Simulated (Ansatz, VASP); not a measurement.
# Zr: VASP beside Ansatz

```
Zr
1.0
     3.24458    0.00000    0.00000
    -1.62229    2.80989    0.00000
     0.00000    0.00000    5.15736
Zr
2
Cartesian
  0.0000 1.8733 1.2893
  1.6223 0.9366 3.8680
```

Alike in both runs: task single point; functional r2SCAN; k mesh 18 × 18 × 10; occupations fermi-dirac, width 0.1 eV; no spin polarisation.

|  | VASP | Ansatz |
| --- | --- | --- |
| version | VASP 6.6.1 | Ansatz 0.2.0 |
| potentials or method | VASP PAW PBE potentials, release 64 (Zr_sv), cutoff 520 eV | plane waves (500 eV) with PAW, scalar-relativistic |
| valence electrons in the cell | 24 | 24 |

```csv
,VASP,Ansatz,Ansatz less VASP
pressure (GPa),0.0,0.0,+0.02
```

VASP's potentials were made for PBE, not for r2SCAN. The functional is the same, so the differences come from potentials, cutoffs and numerics.
